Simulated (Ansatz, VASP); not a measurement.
**Two plane-wave programs on Ge**

```xyz
1
Lattice="2.8485 0.0000 0.0000 -1.4243 2.4669 0.0000 0.0000 0.0000 2.8032" Properties=species:S:1:pos:R:3 pbc="T T T"
Ge    0.0000    0.0000    0.0000
```

Alike in both runs: functional PBE; k mesh 6 × 6 × 6; occupations gaussian, width 0.1 eV; no spin polarisation.

Ansatz relaxed the structure, and its values are those at the end. VASP's run is a single point on that final structure, the one shown.

|  | VASP | Ansatz |
| --- | --- | --- |
| version | VASP 6.6.1 | Ansatz 0.2.0 |
| potentials or method | VASP PAW PBE potentials, release 64 (Ge_d), cutoff 520 eV | scalar-relativistic, plane waves, PAW |
| valence electrons in the cell | 14 | 14 |

```tsv
	VASP	Ansatz	Ansatz less VASP
gap on the k mesh at the Fermi level (eV)	none	none	-
pressure (GPa)	-0.1	0.0	+0.15
```

A gap of «none» marks a metal or a gap that the smearing closes.

The k mesh is coarse, so the values compare programs but aren't converged.
